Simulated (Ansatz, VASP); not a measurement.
**Sn in VASP and in Ansatz**

Contents of INCAR:

```
PREC     = Accurate       # precision mode
ENCUT    = 520            # plane-wave cutoff, eV
EDIFF    = 1E-6           # SCF threshold, eV
ISMEAR   = -1             # smearing method
SIGMA    = 0.1            # smearing width, eV
LREAL    = F              # projectors in reciprocal space
LASPH    = T              # aspherical terms in the spheres
NELM     = 80             # most SCF steps
ALGO     = Normal         # electronic algorithm
ISIF     = 2              # what is computed and relaxed
LWAVE    = F              # write WAVECAR
LCHARG   = F              # write CHGCAR
GGA      = RE             # functional
NBANDS   = 21             # bands
```

The input KPOINTS:

```
regular mesh
0
Gamma
  13 13 13
```

Contents of POSCAR:

```
Sn
1.0
    0.0000000000      3.3564550401      3.3564550401
    3.3564550401      0.0000000000      3.3564550401
    3.3564550401      3.3564550401      0.0000000000
Sn
2
Direct
    0.5000000000      0.5000000000      0.5000000000
    0.7500000000      0.7500000000      0.7500000000
```

Input for Ansatz:

```yaml
crystal:
  lattice:
    - [0.0, 3.3564550909, 3.3564550909]
    - [3.3564550909, 0.0, 3.3564550909]
    - [3.3564550909, 3.3564550909, 0.0]
  atoms:
    - { symbol: Sn, position: [0.5, 0.5, 0.5] }
    - { symbol: Sn, position: [0.75, 0.75, 0.75] }
hamiltonian:
  xc: revpbe
  pseudopotentials:
    kind: paw
    azcp:
      Sn: "pseudopotentials/Sn.paw.azcp"
basis:
  ecutwfc: 420
  fft_grid_basis: typed
kpoints:
  mp_grid: { grid: [13, 13, 13], shift: [0, 0, 0] }
magnetization:
  spin_polarized: false
scf:
  occupations: { method: fermi_dirac, width: 0.1 }
output:
  stress: true
```

Alike in both runs: task single point; functional revPBE; k mesh 13 × 13 × 13; occupations fermi-dirac, width 0.1 eV; no spin polarisation.

|  | VASP | Ansatz |
| --- | --- | --- |
| version | VASP 6.6.1 | Ansatz 0.2.0 |
| potentials or method | VASP PAW PBE potentials, release 64 (Sn_d), cutoff 520 eV | plane waves (420 eV) with PAW, scalar-relativistic |
| valence electrons in the cell | 28 | 28 |

|  | VASP | Ansatz | Ansatz less VASP |
| --- | --- | --- | --- |
| pressure (GPa) | 0.0 | 0.0 | +0.02 |

VASP's potentials were made for PBE, not for revPBE.
